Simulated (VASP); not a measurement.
**Ge: single point with LDA**

Ge:

```xyz
2
Lattice="0.0000 2.5999 2.9353 2.5999 0.0000 2.9353 2.5999 2.5999 0.0000" Properties=species:S:1:pos:R:3 pbc="T T T"
Ge    2.5999    2.5999    2.9353
Ge    3.8998    3.8998    4.4029
```

This cell differs from its parent crystal: volume 19.841 Å^3 an atom, c/a of the conventional cell 1.1290.

```yaml
Program: VASP 6.6.1
Task: single point
Functional: LDA
Potentials_or_basis: VASP PAW LDA potentials, release 64 (Ge_d)
Cutoff: 520 eV
k_mesh: 16 × 16 × 16
Occupations: gaussian, width 0.15 eV
Spin: no spin polarisation
```

* Pressure: 10.5 GPa
* Band gap on the k mesh: zero (band 14 reaches 6.50 eV, above the bottom of band 15 at 6.04 eV)

Stress tensor (GPa, compression positive):
```
14.32  0.00  0.00
 0.00 14.32  0.00
 0.00  0.00  2.88
```

Levels at points of the mesh, in eV from the Fermi level:
```tsv
k point	band 10	band 11	band 12	band 13	band 14	band 15	band 16	band 17	band 18	band 19
(0.00, 0.00, 0.00)	-24.89	-13.95	-0.87	0.31	0.31	0.84	2.38	2.38	2.95	6.52
(0.50, 0.00, 0.00)	-24.85	-11.49	-8.39	-2.35	-1.01	0.04	3.69	4.18	7.11	10.68
(0.50, 0.50, 0.00)	-24.82	-10.02	-10.02	-2.96	-2.96	1.18	1.18	10.32	10.32	12.17
(0.50, 0.00, 0.50)	-24.87	-9.28	-9.28	-3.91	-3.91	0.06	0.06	9.49	9.49	11.46
```

Run time: 2.1 min on 1 thread of Intel(R) Xeon(R) 6975P-C (Granite Rapids), on a shared host, peak memory 0.32 GiB.
